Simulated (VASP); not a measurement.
# Hf (P6_3/mmc) in VASP: notebook

The runs below take Hf through single point, with RPBE.

Program: VASP 6.6.1. These are calculated values, not measurements. Logs are shortened: lines on timing, memory, paths and dates and some standing lists are left out, and cuts for length are marked.

## 1. The cell of the first run

It takes space group P6_3/mmc (No. 194, hexagonal). The conventional cell has a = 3.228 Å, b = 3.228 Å, c = 10.330 Å, α = 90.00°, β = 90.00°, γ = 120.00°. Within 4.2 Å of Hf (site symmetry -3m) lie 12 Hf at 3.18 to 3.23 Å. Within 4.2 Å of Hf (site symmetry -6m2) lie 12 Hf at 3.18 to 3.23 Å.

## 2. Single point, RPBE

Input file INCAR:

```
ALGO = Normal
EDIFF = 1E-6
ENCUT = 520
GGA = RP
ISIF = 2
ISMEAR = -1
LASPH = T
LCHARG = F
LREAL = F
LWAVE = F
NBANDS = 28
NELM = 100
PREC = Accurate
SIGMA = 0.1
```

Input file KPOINTS:

```
k-points
0
Gamma
  11 11 3
```

Input file POSCAR:

```
Hf
1.0
    3.2279368380      0.0000000000      0.0000000000
   -1.6139684190      2.7954753035      0.0000000000
    0.0000000000      0.0000000000     10.3299799587
Hf
4
Direct
    1.0000000000      1.0000000000      0.0000000000
    0.0000000000      1.0000000000      0.5000000000
    0.3333333333      0.6666666667      0.2500000000
    0.6666666667      0.3333333333      0.7500000000
```

Potentials or basis: VASP PAW PBE potentials, release 64 (Hf_pv).

Started as:

```sh
$ cat potpaw_PBE.64/Hf_pv/POTCAR > POTCAR
$ mpirun -np 1 vasp_std > vasp.out
```

OUTCAR:

```text
EDIFF = 1E-6
   ENCUT = 520
   GGA = RP
   ISIF = 2
   ISMEAR = -1
   LASPH = T
   LREAL = F
   NELM = 100
   PREC = Accurate

 ion  position               nearest neighbor table
   1  0.000  0.000  0.000-   3 3.18   4 3.18   3 3.18   4 3.18   4 3.18   3 3.18
   2  0.000  0.000  0.500-   3 3.18   4 3.18   3 3.18   4 3.18   4 3.18   3 3.18
   3  0.333  0.667  0.250-   1 3.18   2 3.18   1 3.18   2 3.18   1 3.18   2 3.18
   4  0.667  0.333  0.750-   1 3.18   2 3.18   1 3.18   2 3.18   1 3.18   2 3.18

  LATTYP: Found a hexagonal cell.
 ALAT       =     3.2279368380
 C/A-ratio  =     3.2001803248

  Lattice vectors:

 A1 = (   3.2279368380,   0.0000000000,   0.0000000000)
 A2 = (  -1.6139684190,   2.7954753035,   0.0000000000)
 A3 = (   0.0000000000,   0.0000000000,  10.3299799587)

Analysis of symmetry for initial positions (statically):
=====================================================================
 Subroutine PRICEL returns:
 Original cell was already a primitive cell.

 Routine SETGRP: Setting up the symmetry group for a
 hexagonal supercell.

 Subroutine GETGRP returns: Found 24 space group operations
 (whereof 12 operations were pure point group operations)
 out of a pool of 24 trial point group operations.

The static configuration has the point symmetry D_3d.
 The point group associated with its full space group is D_6h.

Analysis of symmetry for dynamics (positions and initial velocities):
=====================================================================
 Subroutine PRICEL returns:
 Original cell was already a primitive cell.

 Routine SETGRP: Setting up the symmetry group for a
 hexagonal supercell.

 Subroutine GETGRP returns: Found 24 space group operations
 (whereof 12 operations were pure point group operations)
 out of a pool of 24 trial point group operations.

The dynamic configuration has the point symmetry D_3d.
 The point group associated with its full space group is D_6h.

 Subroutine INISYM returns: Found 24 space group operations
 (whereof 12 operations are pure point group operations),
 and found     1 'primitive' translations

----------------------------------------------------------------------------------------

                                     Primitive cell

  volume of cell :      93.2138

  direct lattice vectors                    reciprocal lattice vectors
[... 83 lines left out ...]
   ISTART =      0    job   : 0-new  1-cont  2-samecut
   ICHARG =      2    charge: 1-file 2-atom 10-const
   ISPIN  =      1    spin polarized calculation?
   LNONCOLLINEAR =      F non collinear calculations
   LSORBIT =      F    spin-orbit coupling
   LASPH  =      T    aspherical Exc in radial PAW
   ENCUT  =  520.0 eV  38.22 Ry    6.18 a.u.   6.00  6.00 19.21*2*pi/ulx,y,z
   NELM   =    100;   NELMIN=  2; NELMDL= -5     # of ELM steps
   EDIFF  = 0.1E-05   stopping-criterion for ELM
   LREAL  =      F    real-space projection
   EDIFFG = 0.1E-04   stopping-criterion for IOM
   NSW    =      0    number of steps for IOM
   IBRION =     -1    ionic relax: 0-MD 1-quasi-New 2-CG
   NFREE  =      0    steps in history (QN), initial steepest desc. (CG)
   ISIF   =      2    stress and relaxation
   ISYM   =      2    0-nonsym 1-usesym 2-fastsym
   POTIM  = 0.5000    time-step for ionic-motion
   TEBEG  =    0.0;   TEEND  =   0.0 temperature during run
   PSTRESS=    0.0 pullay stress
   NELECT =      40.0000    total number of electrons
   NUPDOWN=      -1.0000    fix difference up-down
   EMIN   =  10.00;   EMAX   =-10.00  energy-range for DOS
   EFERMI =   0.00;   METHOD = LEGACY
   ISMEAR =    -1;   SIGMA  =   0.10  broadening in eV -4-tet -1-fermi 0-gaus
   EFERMI_NEDOS =   21; number of points for ismear=-14 and -15
   IALGO  =     38    algorithm
   IMIX   =      4    mixing-type and parameters
     AMIX     =   0.40;   BMIX     =  1.00
     AMIX_MAG =   1.60;   BMIX_MAG =  1.00
  volume/ion in A,a.u.               =      23.30       157.26
  Fermi-wavevector in a.u.,A,eV,Ry     =   1.234814  2.333460 20.745686  1.524765
  Thomas-Fermi vector in A             =   2.369489
   LORBIT       =      0    0 simple, 1 ext, 2 COOP (PROOUT), +10 PAW based schemes
   GGA     = RP    functional components
   LHFCALC =     F    Hartree Fock is set to
   AEXX    =    0.0000 exact exchange contribution
   IVDW    =     0    specifies the selected vdW correction
   LEPSILON=     F    determine dielectric tensor
   LRPA    =     F    only Hartree local field effects (RPA)
 non-spin polarized calculation
  energy-cutoff  :      520.00
  volume of cell :       93.21
 maximum number of plane-waves:      2542
   NGX = 13   NGY = 13   NGZ = 39

 number of electron      40.0000012 magnetization

 Free energy of the ion-electron system (eV)
  ---------------------------------------------------
  ext. energy  EPLUGINS =         0.00000000
  ---------------------------------------------------
  free energy    TOTEN  =       -37.91197319 eV

  energy without entropy =      -37.74109914  energy(sigma->0) =      -37.82653617

 E-fermi :   4.6347     XC(G=0): -11.0372

 val. band max:        4.6332383439   @ k =   0.1818   0.1818   0.3333
 cond. band min:       4.6406094643   @ k =   0.2727   0.2727   0.3333
 fundamental gap:      0.0073711203
 Fermi energy:         4.6347493629

 k-point     1 :       0.0000    0.0000    0.0000
  band No.  band energies     occupation
      1     -26.3799      2.00000
      2     -26.0416      2.00000
      3     -26.0081      2.00000
      4     -25.7610      2.00000
      5     -25.7610      2.00000
      6     -25.7237      2.00000
[... 733 lines left out ...]
     27       7.1630      0.00000
     28       7.3549      0.00000

 [... further k-points ...]
[... 5 lines left out ...]
  --------------------------------------------------------------------------------------
  -------------------------------------------------------------------------------------
  Total       -0.2706025     -0.2706025     -0.3129495      0.0000000      0.0000000      0.0000000
  in kB       -4.6511693     -4.6511693     -5.3790382      0.0000000      0.0000000      0.0000000
  external PRESSURE =      -4.8937922 kB  Pullay stress =       0.0000000 kB

 VOLUME and BASIS-vectors are now :
 -----------------------------------------------------------------------------
  energy-cutoff  :      520.00
  volume of cell :       93.21
      direct lattice vectors                 reciprocal lattice vectors
     3.227936838  0.000000000  0.000000000     0.309795405  0.178860460  0.000000000
    -1.613968419  2.795475303  0.000000000     0.000000000  0.357720921  0.000000000
     0.000000000  0.000000000 10.329979959     0.000000000  0.000000000  0.096805609

 POSITION                                       TOTAL-FORCE (eV/Angst)
 -----------------------------------------------------------------------------------
      0.00000      0.00000      0.00000         0.000000      0.000000      0.000000
      0.00000      0.00000      5.16499         0.000000      0.000000      0.000000
     -0.00000      1.86365      2.58249         0.000000     -0.000000      0.000000
      1.61397      0.93183      7.74748        -0.000000      0.000000     -0.000000
 -----------------------------------------------------------------------------------
    total drift:                               -0.000000      0.000000     -0.000000

  FREE ENERGIE OF THE ION-ELECTRON SYSTEM (eV)
  ---------------------------------------------------
  free  energy   TOTEN  =       -37.9119731904 eV

  energy  without entropy=      -37.7410991431  energy(sigma->0) =      -37.82653617
```

OSZICAR:

```text
N       E                     dE             d eps       ncg     rms          rms(c)
DAV:   1     0.147811168309E+03    0.14781E+03   -0.22089E+04  1824   0.135E+03
DAV:   2    -0.307121783330E+02   -0.17852E+03   -0.17314E+03  2104   0.324E+02
DAV:   3    -0.390684117615E+02   -0.83562E+01   -0.79920E+01  2392   0.428E+01
DAV:   4    -0.392724629388E+02   -0.20405E+00   -0.20035E+00  2208   0.642E+00
DAV:   5    -0.392764957390E+02   -0.40328E-02   -0.40272E-02  2192   0.836E-01    0.899E+01
DAV:   6    -0.382673889040E+02    0.10091E+01   -0.10475E+00  1936   0.568E+00    0.529E+01
DAV:   7    -0.379366197617E+02    0.33077E+00   -0.18753E+00  1840   0.730E+00    0.342E+00
DAV:   8    -0.379225566143E+02    0.14063E-01   -0.18452E-01  2288   0.218E+00    0.247E+00
DAV:   9    -0.379118605896E+02    0.10696E-01   -0.68715E-02  2172   0.140E+00    0.884E-01
DAV:  10    -0.379120619882E+02   -0.20140E-03   -0.45078E-03  2152   0.367E-01    0.235E-01
DAV:  11    -0.379119794013E+02    0.82587E-04   -0.24338E-04  2312   0.725E-02    0.670E-02
DAV:  12    -0.379119728495E+02    0.65519E-05   -0.54640E-05  2280   0.389E-02    0.308E-02
DAV:  13    -0.379119731904E+02   -0.34096E-06   -0.43587E-06  1900   0.996E-03
   1 F= -.37911973E+02 E0= -.37826536E+02  d E =-.170874E+00
```

stdout:

```text
POSCAR found type information on POSCAR Hf
 POSCAR found :  1 types and       4 ions
 scaLAPACK will be used
 -----------------------------------------------------------------------------
|                                                                             |
|                                                                             |
|     You enforced a specific xc type in the INCAR file but a different       |
|     I HOPE YOU KNOW WHAT YOU ARE DOING!                                     |
|                                                                             |
 -----------------------------------------------------------------------------

 LDA part: xc-table for (Slater+PW92), standard interpolation
 POSCAR, INCAR and KPOINTS ok, starting setup
 FFT: planning ... GRIDC
 FFT: planning ... GRID_SOFT
 FFT: planning ... GRID
 WAVECAR not read
 entering main loop
```

Wall time 33 s (1 thread of Intel Xeon 6975P-C (Granite Rapids), shared host); peak memory 0.23 GiB.

Results:

| Item | Value |
| --- | --- |
| Free energy | -37.9120 eV |
| Pressure | -0.5 GPa |
| Band gap on the k mesh | zero (bands 20 and 21 overlap by 1.57 eV) |

Caveat: the PAW data sets were made with another functional, which shifts forces and pressure a little; spin-orbit coupling is left out, which moves the levels of the heavy elements.

(Part 1 of 2 ends here.)
